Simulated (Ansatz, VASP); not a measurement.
## One calculation of TaRu, two programs

```xyz
2
Lattice="3.1439 0.0000 0.0000 0.0000 3.1439 0.0000 0.0000 0.0000 3.1439" Properties=species:S:1:pos:R:3 pbc="T T T"
Ta    1.5720    1.5720    1.5720
Ru    0.0000    0.0000    0.0000
```

Change from the starting cell: volume scaled by 0.96.

Alike in both runs: task single point; functional LDA; k mesh 13 × 13 × 13; occupations fermi-dirac, width 0.03 eV; no spin polarisation.

|  | VASP | Ansatz |
| --- | --- | --- |
| version | VASP 6.6.1 | Ansatz 0.2.0 |
| potentials or method | VASP PAW LDA potentials, release 64 (Ta_pv, Ru_pv), cutoff 520 eV | all-electron LAPW, scalar-relativistic |

```csv
,VASP,Ansatz,Ansatz less VASP
pressure (GPa),-5.8,-6.7,-0.84
```

LDA's correlation is that of Perdew and Zunger in VASP and of Perdew and Wang (1992) in Ansatz. Ansatz ran all-electron here, and VASP with PAW potentials.

Neither program's run includes spin-orbit coupling.
